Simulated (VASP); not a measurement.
Input of a VASP 6.6.1 run:

Contents of INCAR:

```
SYSTEM = Cs3Nb
PREC = Accurate
ENCUT = 520
EDIFF = 1E-6
ISMEAR = 0
SIGMA = 0.1
LREAL = .FALSE.
LASPH = .TRUE.
NELM = 100
ALGO = Fast
ISIF = 2
LWAVE = .FALSE.
LCHARG = .FALSE.
GGA = PE
NBANDS = 28
```

KPOINTS

```
regular mesh
0
G
  8 8 8
  0 0 0
```

Contents of POSCAR:

```
Cs3Nb
1.0
    6.0810220311      0.0000000000      0.0000000000
    0.0000000000      6.0810220311      0.0000000000
    0.0000000000      0.0000000000      6.0810220311
Cs Nb
3 1
Direct
    0.0000000000      0.5000000000      0.5000000000
    0.5000000000      0.0000000000      0.5000000000
    0.5000000000      0.5000000000      0.0000000000
    0.0000000000      0.0000000000      0.0000000000
```

Potentials or basis: VASP PAW PBE potentials, release 64 (Cs_sv, Nb_sv).

The run is started by

```sh
$ cat potpaw_PBE.64/Cs_sv/POTCAR potpaw_PBE.64/Nb_sv/POTCAR > POTCAR
$ mpirun -np 1 vasp_std > vasp.out
```

**Question.** Predict the pressure.

**Answer.** 0.0 GPa.

**Question.** Estimate the band gap on the k mesh.

**Answer.** Zero (bands 20 and 21 overlap by 0.34 eV).

Caveat: spin-orbit coupling is left out, which moves the levels of the heavy elements.
